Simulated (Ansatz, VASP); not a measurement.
**Cd8Se7: VASP beside Ansatz**

```
CELL_PARAMETERS angstrom
-6.08262 6.08262 0.00000
0.00000 6.08262 -6.08262
-6.08262 0.00000 -6.08262
ATOMIC_POSITIONS crystal
Cd 0.02704 0.99099 0.49099
Cd 0.00057 0.50057 0.49829
Cd 0.00057 0.99829 0.00057
Cd 0.00057 0.50057 0.00057
Cd 0.49099 0.99099 0.49099
Cd 0.49099 0.52704 0.49099
Cd 0.49099 0.99099 0.02704
Cd 0.49829 0.50057 0.00057
Se 0.37687 0.37313 0.37687
Se 0.37687 0.87687 0.87313
Se 0.37687 0.37313 0.87313
Se 0.87313 0.87687 0.37687
Se 0.87313 0.37313 0.37687
Se 0.87313 0.87687 0.87313
Se 0.87500 0.37500 0.87500
```

Change from the starting cell: Se vacancy, atoms relaxed.

Alike in both runs: functional PBEsol; k mesh 4 × 4 × 4; occupations gaussian, width 0.05 eV; no spin polarisation.

Ansatz relaxed the structure, and its values are those at the end. VASP's run is a single point on that final structure, the one shown.

|  | VASP | Ansatz |
| --- | --- | --- |
| version | VASP 6.6.1 | Ansatz 0.2.0 |
| potentials or method | VASP PAW PBE potentials, release 64 (Cd, Se), cutoff 520 eV | scalar-relativistic, plane waves, PAW |
| valence electrons in the cell | 138 | 272 |

VASP gave:

```
gap on the k mesh at the Fermi level (eV) : 0.26
least direct gap on the mesh (eV)         : 0.29
pressure (GPa)                            : -1.7
rms of the force components (eV/Å)        : 0.010
```

Estimate Ansatz's values.

gap on the k mesh at the Fermi level (eV): 0.26; least direct gap on the mesh (eV): 0.30; pressure (GPa): -2.0; rms of the force components (eV/Å): 0.000.

VASP's potentials were made for PBE, not for PBEsol. VASP's potentials hold 138 valence electrons a cell and Ansatz's 272, so a difference there can come from the potentials and not from the codes. Ansatz's warnings: stress scf threshold loose.
